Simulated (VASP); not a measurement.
Wanted: the native input for a VASP 6.6.1 run.

| Item | Value |
| --- | --- |
| Task | single point |
| Functional | PBE |
| Potentials or basis | VASP PAW PBE potentials, release 64 (B, N) |
| Cutoff | 600 eV |
| k mesh | 10 × 10 × 10 |
| Occupations | gaussian, width 0.01 eV |
| Spin | no spin polarisation |
| Dipole correction | no |
| Further INCAR settings | ALGO = Normal; EDIFF = 1e-06; NBANDS = 11 |

The structure of BN lies in POSCAR:

```
BN
1.0
    0.0000000000      1.8075000000      1.8075000000
    1.8075000000      0.0000000000      1.8075000000
    1.8075000000      1.8075000000      0.0000000000
B N
1 1
Direct
    0.0000000000      0.0000000000      0.0000000000
    0.7500000000      0.7500000000      0.7500000000
```

The input as run:

INCAR

```
SYSTEM = BN
  PREC = Accurate
  ENCUT = 600
  EDIFF = 1E-6
  ISMEAR = 0
  SIGMA = 0.01
  LREAL = .FALSE.
  LASPH = .TRUE.
  NELM = 120
  ALGO = Normal
  ISIF = 2
  LWAVE = .FALSE.
  LCHARG = .FALSE.
  GGA = PE
  NBANDS = 11
  GGA_COMPAT = .FALSE.
```

KPOINTS

```
regular mesh
0
G
  10 10 10
  0 0 0
```

Potentials or basis: VASP PAW PBE potentials, release 64 (B, N).

Launch:

```bash
$ cat potpaw_PBE.64/B/POTCAR potpaw_PBE.64/N/POTCAR > POTCAR
$ mpirun -np 1 vasp_std > vasp.out
```

Results of the run:

The pressure is 3.0 GPa. The band gap on the k mesh is 4.46 eV (least direct gap 8.82 eV).

Caveat: the cell stands under pressure.

Run time: 4.8 s on 1 thread of AMD EPYC 7R13 Processor (Zen 3), with other jobs on the host, peak memory 0.09 GiB.
